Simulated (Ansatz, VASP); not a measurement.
Two plane-wave programs on Rb

The input INCAR:

```
PREC = Accurate
ENCUT = 520
EDIFF = 1E-6
ISMEAR = 0
SIGMA = 0.15
LREAL = F
LASPH = T
NELM = 80
ALGO = Fast
ISIF = 2
LWAVE = F
LCHARG = T
GGA = PE
LELF = T
LVHAR = T
NBANDS = 10
```

Contents of KPOINTS:

```
regular mesh
0
Gamma
  12 12 12
```

The input POSCAR:

```
Rb
1.0
   -2.8060000000      2.8200300000      2.8200300000
    2.8060000000     -2.7919700000      2.7919700000
    2.8060000000      2.7919700000     -2.7919700000
Rb
1
Direct
    0.0000000000      0.0000000000      0.0000000000
```

Input for Ansatz:

```yaml
crystal:
  lattice:
    - [-2.806, 2.82003, 2.82003]
    - [2.806, -2.79197, 2.79197]
    - [2.806, 2.79197, -2.79197]
  atoms:
    - { symbol: Rb, position: [0.0, 0.0, 0.0] }
basis:
  ecutwfc: 420
kpoints:
  mp_grid: { grid: [12, 12, 12] }
hamiltonian:
  xc: pbe
scf:
  occupations: { method: gaussian, width: 0.15 }
output:
  forces: true
  stress: true
  eigenvalues: true
```

Change from the starting cell: strain +0.0100 x Voigt [0, 0, 0, 1, 0, 0], atoms carried along.

Alike in both runs: task single point; functional PBE; k mesh 12 × 12 × 12; occupations gaussian, width 0.15 eV; no spin polarisation.

|  | VASP | Ansatz |
| --- | --- | --- |
| version | VASP 6.6.1 | Ansatz 0.2.0 |
| potentials or method | VASP PAW PBE potentials, release 64 (Rb_sv), cutoff 520 eV | scalar-relativistic, plane waves, PAW |
| valence electrons in the cell | 9 | 9 |

```csv
,VASP,Ansatz,Ansatz less VASP
gap on the k mesh at the Fermi level (eV),none,none,-
pressure (GPa),0.1,0.1,0.00
```

A gap of «none» marks a metal or a gap that the smearing closes.
